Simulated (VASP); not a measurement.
Input of a VASP 6.6.1 run:

The input POSCAR:

```
Rb2BaO2
1.0
    4.0316184573      0.0000000024      0.0000000000
   -2.0158092308      3.4914840012      0.0000000000
    0.0000000000      0.0000000000      8.5910310378
Rb Ba O
2 1 2
Direct
    0.6666666667      0.3333333333      0.3347776978
    0.3333333333      0.6666666667      0.6652223022
    0.0000000000      0.0000000000      0.0000000000
    0.6666666667      0.3333333333      0.8221474774
    0.3333333333      0.6666666667      0.1778525226
```

File INCAR.step1:

```
SYSTEM = Rb2BaO2
PREC     = Accurate       ! precision mode
ENCUT    = 660            ! plane-wave cutoff, eV
ISMEAR   = -1             ! smearing method
SIGMA    = 0.03           ! smearing width, eV
LREAL    = .False.        ! projectors in reciprocal space
LASPH    = .True.         ! aspherical terms in the spheres
NELM     = 120            ! most SCF steps
NBANDS   = 28             ! bands
GGA      = PE             ! functional
ALGO     = Normal         ! electronic algorithm
EDIFF    = 1E-5           ! SCF threshold, eV
LWAVE    = .True.         ! write WAVECAR
LCHARG   = .False.        ! write CHGCAR
GGA_COMPAT= .False.
```

Contents of INCAR.step2:

```
SYSTEM = Rb2BaO2
PREC     = Accurate       ! precision mode
ENCUT    = 660            ! plane-wave cutoff, eV
EDIFF    = 1E-6           ! SCF threshold, eV
ISMEAR   = -1             ! smearing method
SIGMA    = 0.03           ! smearing width, eV
LREAL    = .False.        ! projectors in reciprocal space
LASPH    = .True.         ! aspherical terms in the spheres
NELM     = 120            ! most SCF steps
ALGO     = Normal         ! electronic algorithm
ISIF     = 2              ! what is computed and relaxed
LWAVE    = .False.        ! write WAVECAR
LCHARG   = .False.        ! write CHGCAR
METAGGA  = R2SCAN         ! meta-GGA
LMIXTAU  = .True.       
LUSE_VDW = .True.       
IVDW_NL  = 2            
BPARAM   = 11.95        
CPARAM   = 0.0093       
NBANDS   = 28             ! bands
ISTART   = 1            
GGA_COMPAT= .False.
```

The input KPOINTS:

```
Automatic mesh
0
Gamma
  6 6 2
  0 0 0
```

Potentials or basis: VASP PAW PBE potentials, release 64 (Rb_sv, Ba_sv, O).

Command:

```bash
$ cat potpaw_PBE.64/Rb_sv/POTCAR potpaw_PBE.64/Ba_sv/POTCAR potpaw_PBE.64/O/POTCAR > POTCAR
$ cp INCAR.step1 INCAR
$ mpirun -np 1 vasp_std > vasp.out
$ cp INCAR.step2 INCAR
$ mpirun -np 1 vasp_std > vasp.out
```

Q: Predict the band gap on the k mesh.

A: 1.58 eV (least direct gap 1.93 eV).

Q: Predict the pressure.

A: 0.7 GPa.

Q: What does it give for the largest force?

A: 0.097 eV/Å.

Forces on the atoms (eV/Å):
```
Rb   0.000  0.000  0.047
Rb   0.000  0.000 -0.047
Ba   0.000  0.000  0.000
O    0.000  0.000 -0.097
O    0.000  0.000  0.097
```

Caveat: the PAW data sets were made with another functional, which shifts forces and pressure a little; spin-orbit coupling is left out, which moves the levels of the heavy elements. A k mesh can miss the band edges.
